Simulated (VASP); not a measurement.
# TaS2 (P-3m1) in VASP: notebook

TaS2 is run at these levels: PBE; tasks: electric field gradients.

All numbers are computed with VASP 6.6.1; they aren't measurements. Logs are shortened: lines on timing, memory, paths and dates and some standing lists are left out, and cuts for length are marked.

## Step 1: The cell of the first run

It takes space group P-3m1 (No. 164, trigonal). Conventional cell: a = 3.328 Å, b = 3.328 Å, c = 5.821 Å, α = 90.00°, β = 90.00°, γ = 120.00°. Ta (site symmetry -3m) has 6 S at 2.41 Å within 3.2 Å. S (site symmetry 3m) has 3 Ta at 2.41 Å within 3.2 Å.

## Step 2: Electric field gradients, PBE (volume scaled by 0.98)

INCAR

```
PREC     = Accurate       # precision mode
ENCUT    = 400            # plane-wave cutoff, eV
EDIFF    = 1E-8           # SCF threshold, eV
ISMEAR   = -1             # smearing method
SIGMA    = 0.03           # smearing width, eV
LREAL    = False          # projectors in reciprocal space
LASPH    = True           # aspherical terms in the spheres
NELM     = 120            # most SCF steps
ALGO     = Normal         # electronic algorithm
ISIF     = 2              # what is computed and relaxed
LWAVE    = False          # write WAVECAR
LCHARG   = False          # write CHGCAR
GGA      = PE             # functional
LEFG     = True         
NBANDS   = 18             # bands
GGA_COMPAT= False
```

KPOINTS

```
Automatic mesh
0
Gamma
  9 9 5
```

POSCAR

```
TaS2
1.0
    3.3275182074      0.0000000000      0.0000000000
   -1.6637591037      2.8817152992      0.0000000000
    0.0000000000      0.0000000000      5.8206699559
Ta S
1 2
Direct
    0.0000000000      0.0000000000      0.0000000000
    0.3333333333      0.6666666667      0.2500000000
    0.6666666667      0.3333333333      0.7500000000
```

Potentials or basis: VASP PAW PBE potentials, release 64 (Ta_pv, S).

Run with:

```
$ cat potpaw_PBE.64/Ta_pv/POTCAR potpaw_PBE.64/S/POTCAR > POTCAR
$ mpirun -np 1 vasp_std > vasp.out
```

OUTCAR:

```text
PREC = Accurate
   ENCUT = 400
   EDIFF = 1E-8
   ISMEAR = -1
   LREAL = False
   LASPH = True
   NELM = 120
   ISIF = 2
   GGA = PE

 ion  position               nearest neighbor table
   1  0.000  0.000  0.000-   2 2.41   3 2.41   3 2.41   2 2.41   3 2.41   2 2.41
   2  0.333  0.667  0.250-   1 2.41   1 2.41   1 2.41
   3  0.667  0.333  0.750-   1 2.41   1 2.41   1 2.41

  LATTYP: Found a hexagonal cell.
 ALAT       =     3.3275182074
 C/A-ratio  =     1.7492526241

  Lattice vectors:

 A1 = (   3.3275182074,   0.0000000000,   0.0000000000)
 A2 = (  -1.6637591037,   2.8817152992,   0.0000000000)
 A3 = (   0.0000000000,   0.0000000000,   5.8206699559)

Analysis of symmetry for initial positions (statically):
=====================================================================
 Subroutine PRICEL returns:
 Original cell was already a primitive cell.

 Routine SETGRP: Setting up the symmetry group for a
 hexagonal supercell.

 Subroutine GETGRP returns: Found 12 space group operations
 (whereof 12 operations were pure point group operations)
 out of a pool of 24 trial point group operations.

The static configuration has the point symmetry D_3d.

Analysis of symmetry for dynamics (positions and initial velocities):
=====================================================================
 Subroutine PRICEL returns:
 Original cell was already a primitive cell.

 Routine SETGRP: Setting up the symmetry group for a
 hexagonal supercell.

 Subroutine GETGRP returns: Found 12 space group operations
 (whereof 12 operations were pure point group operations)
 out of a pool of 24 trial point group operations.

The dynamic configuration has the point symmetry D_3d.

 Subroutine INISYM returns: Found 12 space group operations
 (whereof 12 operations are pure point group operations),
 and found     1 'primitive' translations

----------------------------------------------------------------------------------------

                                     Primitive cell

  volume of cell :      55.8142

  direct lattice vectors                    reciprocal lattice vectors
     3.327518207  0.000000000  0.000000000     0.300524276  0.173507772  0.000000000
[... 122 lines left out ...]
 maximum number of plane-waves:      1039
 NGX is ok and might be reduce to    24
   NGX = 11   NGY = 11   NGZ = 19

 number of electron      22.9999996 magnetization

 Free energy of the ion-electron system (eV)
  ---------------------------------------------------
  ext. energy  EPLUGINS =         0.00000000
  ---------------------------------------------------
  free energy    TOTEN  =       -22.93743474 eV

  energy without entropy =      -22.93122256  energy(sigma->0) =      -22.93432865

 E-fermi :   5.8766     XC(G=0): -10.6146

 val. band max:        5.8727648640   @ k =   0.0000   0.0000   0.4000
 cond. band min:       5.8901260398   @ k =   0.0000   0.0000   0.2000
 fundamental gap:      0.0173611758
 Fermi energy:         5.8765851327

 k-point     1 :       0.0000    0.0000    0.0000
  band No.  band energies     occupation
      1     -29.3464      2.00000
      2     -29.3090      2.00000
      3     -29.3090      2.00000
      4      -9.4082      2.00000
      5      -7.2380      2.00000
      6      -1.2407      2.00000
[... 481 lines left out ...]
      5      -7.3309      2.00000
      6      -0.1210      2.00000
[... 10 lines left out ...]
     17      12.7334      0.00000
     18      13.3966      0.00000

 [... further k-points ...]
[... 5 lines left out ...]
  --------------------------------------------------------------------------------------
  -------------------------------------------------------------------------------------
  Total        3.7706704      3.7706704      5.5295820      0.0000000     -0.0000000      0.0000000
  in kB      108.2392235    108.2392235    158.7297737      0.0000000     -0.0000000      0.0000000
  external PRESSURE =     125.0694069 kB  Pullay stress =       0.0000000 kB

 VOLUME and BASIS-vectors are now :
 -----------------------------------------------------------------------------
  energy-cutoff  :      400.00
  volume of cell :       55.81
      direct lattice vectors                 reciprocal lattice vectors
     3.327518207  0.000000000  0.000000000     0.300524276  0.173507772  0.000000000
    -1.663759104  2.881715299  0.000000000     0.000000000  0.347015543  0.000000000
     0.000000000  0.000000000  5.820669956     0.000000000  0.000000000  0.171801529

 POSITION                                       TOTAL-FORCE (eV/Angst)
 -----------------------------------------------------------------------------------
      0.00000      0.00000      0.00000         0.000000     -0.000000      0.000000
     -0.00000      1.92114      1.45517        -0.000000      0.000000      1.615672
      1.66376      0.96057      4.36550         0.000000     -0.000000     -1.615672
 -----------------------------------------------------------------------------------
    total drift:                               -0.000000      0.000000      0.000000

  FREE ENERGIE OF THE ION-ELECTRON SYSTEM (eV)
  ---------------------------------------------------
  free  energy   TOTEN  =       -22.9374347412 eV

  energy  without entropy=      -22.9312225620  energy(sigma->0) =      -22.93432865

 Electric field gradients (V/A^2)
---------------------------------------------------------------------
 ion       V_xx      V_yy      V_zz      V_xy      V_xz      V_yz
---------------------------------------------------------------------
   1      69.850    69.850  -139.700     0.000    -0.000     0.000
   2       8.546     8.546   -17.092    -0.000    -0.000     0.000
   3       8.546     8.546   -17.092    -0.000    -0.000     0.000
---------------------------------------------------------------------

 Electric field gradients after diagonalization (V/A^2)
 (convention: |V_zz| > |V_xx| > |V_yy|)
----------------------------------------------------------------------
 ion       V_xx      V_yy      V_zz     asymmetry (V_yy - V_xx)/ V_zz
----------------------------------------------------------------------
   1      69.850    69.850  -139.700       0.000
   2       8.546     8.546   -17.092       0.000
   3       8.546     8.546   -17.092       0.000
----------------------------------------------------------------------

           NMR quadrupolar parameters

 Cq : quadrupolar parameter    Cq=e*Q*V_zz/h
 eta: asymmetry parameters     (V_yy - V_xx)/ V_zz
 Q  : nuclear electric quadrupole moment in mb (millibarn)
----------------------------------------------------------------------
 ion       Cq(MHz)       eta       Q (mb)
----------------------------------------------------------------------
   1      -0.338       0.000       1.000
   2      -0.041       0.000       1.000
   3      -0.041       0.000       1.000
----------------------------------------------------------------------
```

stdout:

```text
POSCAR found type information on POSCAR TaS
 POSCAR found :  2 types and       3 ions
 scaLAPACK will be used
 LDA part: xc-table for (Slater+PW92), standard interpolation
 POSCAR, INCAR and KPOINTS ok, starting setup
 FFT: planning ... GRIDC
 FFT: planning ... GRID_SOFT
 FFT: planning ... GRID
 WAVECAR not read
 entering main loop
ion   1

ion   2

ion   3
```

Run time: 32 s. Hardware: 1 thread of AMD EPYC 7R43 (Zen 3), shared host; peak memory 0.14 GiB.

What came out:

```yaml
Free_energy: -22.9374 eV
Pressure: 12.5 GPa
Largest_force: 1.616 eV/Å
```

Forces in eV/Å, atoms in the order of the input:
```
Ta   0.000  0.000  0.000
S    0.000  0.000  1.616
S    0.000  0.000 -1.616
```

Stress tensor (GPa, compression positive):
```
10.82  0.00  0.00
 0.00 10.82  0.00
 0.00  0.00 15.87
```

Electric field gradients, principal values (V/Å²):
```
atom   least  middle  greatest (by size)
1 Ta  69.850  69.850            -139.700
 2 S   8.546   8.546             -17.092
 3 S   8.546   8.546             -17.092
```

Caveat: without QUAD_EFG the Cq values of the log hold for a quadrupole moment of 1 mb, not for the nuclei; spin-orbit coupling is left out, which moves the levels of the heavy elements; this functional lacks dispersion, which binds the layers, so the pressure and a relaxed spacing across them are unreliable; forces of over 1 eV/Å act on the atoms, so gaps and moduli don't describe the material at rest.

## Step 3: Electric field gradients, PBE (volume scaled by 0.98)

INCAR

```
SYSTEM = TaS2
PREC = Accurate
ENCUT = 400
EDIFF = 1E-8
ISMEAR = -1
SIGMA = 0.03
LREAL = .False.
LASPH = .True.
NELM = 120
ALGO = Normal
ISIF = 2
LWAVE = .False.
LCHARG = .False.
GGA = PE
LEFG = .True.
NBANDS = 18
GGA_COMPAT = .False.
```

KPOINTS

```
regular mesh
0
Gamma
  9 9 5
  0 0 0
```

POSCAR is that of step 2.

Potentials or basis: VASP PAW PBE potentials, release 64 (Ta_pv, S).

Run with:

```
$ cat potpaw_PBE.64/Ta_pv/POTCAR potpaw_PBE.64/S/POTCAR > POTCAR
$ mpirun -np 1 vasp_std > vasp.out
```

OUTCAR:

```text
SYSTEM = TaS2
   PREC = Accurate
   ENCUT = 400
   EDIFF = 1E-8
   ISMEAR = -1
   LREAL = .False.
   LASPH = .True.
   NELM = 120
   ISIF = 2
   GGA = PE

 ion  position               nearest neighbor table
   1  0.000  0.000  0.000-   2 2.41   3 2.41   3 2.41   2 2.41   3 2.41   2 2.41
   2  0.333  0.667  0.250-   1 2.41   1 2.41   1 2.41
   3  0.667  0.333  0.750-   1 2.41   1 2.41   1 2.41

  LATTYP: Found a hexagonal cell.
 ALAT       =     3.3275182074
 C/A-ratio  =     1.7492526241

  Lattice vectors:

 A1 = (   3.3275182074,   0.0000000000,   0.0000000000)
 A2 = (  -1.6637591037,   2.8817152992,   0.0000000000)
 A3 = (   0.0000000000,   0.0000000000,   5.8206699559)

Analysis of symmetry for initial positions (statically):
=====================================================================
 Subroutine PRICEL returns:
 Original cell was already a primitive cell.
[... 701 lines left out ...]
    -1.663759104  2.881715299  0.000000000     0.000000000  0.347015543  0.000000000
     0.000000000  0.000000000  5.820669956     0.000000000  0.000000000  0.171801529

 POSITION                                       TOTAL-FORCE (eV/Angst)
 -----------------------------------------------------------------------------------
      0.00000      0.00000      0.00000         0.000000     -0.000000      0.000000
     -0.00000      1.92114      1.45517        -0.000000      0.000000      1.615672
      1.66376      0.96057      4.36550         0.000000     -0.000000     -1.615672
 -----------------------------------------------------------------------------------
    total drift:                               -0.000000      0.000000      0.000000

  FREE ENERGIE OF THE ION-ELECTRON SYSTEM (eV)
  ---------------------------------------------------
  free  energy   TOTEN  =       -22.9374347412 eV

  energy  without entropy=      -22.9312225620  energy(sigma->0) =      -22.93432865

 Electric field gradients (V/A^2)
---------------------------------------------------------------------
 ion       V_xx      V_yy      V_zz      V_xy      V_xz      V_yz
---------------------------------------------------------------------
   1      69.850    69.850  -139.700     0.000    -0.000     0.000
   2       8.546     8.546   -17.092    -0.000    -0.000     0.000
   3       8.546     8.546   -17.092    -0.000    -0.000     0.000
---------------------------------------------------------------------

 Electric field gradients after diagonalization (V/A^2)
 (convention: |V_zz| > |V_xx| > |V_yy|)
----------------------------------------------------------------------
 ion       V_xx      V_yy      V_zz     asymmetry (V_yy - V_xx)/ V_zz
----------------------------------------------------------------------
   1      69.850    69.850  -139.700       0.000
   2       8.546     8.546   -17.092       0.000
   3       8.546     8.546   -17.092       0.000
----------------------------------------------------------------------

           NMR quadrupolar parameters

 Cq : quadrupolar parameter    Cq=e*Q*V_zz/h
 eta: asymmetry parameters     (V_yy - V_xx)/ V_zz
 Q  : nuclear electric quadrupole moment in mb (millibarn)
----------------------------------------------------------------------
 ion       Cq(MHz)       eta       Q (mb)
----------------------------------------------------------------------
   1      -0.338       0.000       1.000
   2      -0.041       0.000       1.000
   3      -0.041       0.000       1.000
----------------------------------------------------------------------
```

stdout:

```text
POSCAR found type information on POSCAR TaS
 POSCAR found :  2 types and       3 ions
 scaLAPACK will be used
 LDA part: xc-table for (Slater+PW92), standard interpolation
 POSCAR, INCAR and KPOINTS ok, starting setup
 FFT: planning ... GRIDC
 FFT: planning ... GRID_SOFT
 FFT: planning ... GRID
 WAVECAR not read
 entering main loop
ion   1

ion   2

ion   3
```

Run time: 37 s. Hardware: 1 thread of AMD EPYC 7R43 (Zen 3), shared host; peak memory 0.14 GiB.

Results:

| Item | Value |
| --- | --- |
| Free energy | -22.9374 eV |
| Pressure | 12.5 GPa |
| Largest force | 1.616 eV/Å |

Forces in eV/Å, atoms in the order of the input:
```
Ta   0.000  0.000  0.000
S    0.000  0.000  1.616
S    0.000  0.000 -1.616
```

Levels at points of the mesh, in eV from the Fermi level:
```
           k point  band 9  band 10  band 11  band 12  band 13  band 14  band 15  band 16
(0.00, 0.00, 0.00)   -1.34    -0.77    -0.77     0.02     0.02     0.27     4.18     4.18
```

Electric field gradients, principal values (V/Å²):
| atom | least | middle | greatest (by size) |
| --- | --- | --- | --- |
| 1 Ta | 69.850 | 69.850 | -139.700 |
| 2 S | 8.546 | 8.546 | -17.092 |
| 3 S | 8.546 | 8.546 | -17.092 |

Caveat: without QUAD_EFG the Cq values of the log hold for a quadrupole moment of 1 mb, not for the nuclei; spin-orbit coupling is left out, which moves the levels of the heavy elements; this functional lacks dispersion, which binds the layers, so the pressure and a relaxed spacing across them are unreliable; forces of over 1 eV/Å act on the atoms, so gaps and moduli don't describe the material at rest.

(Continued in part 2 of 3.)
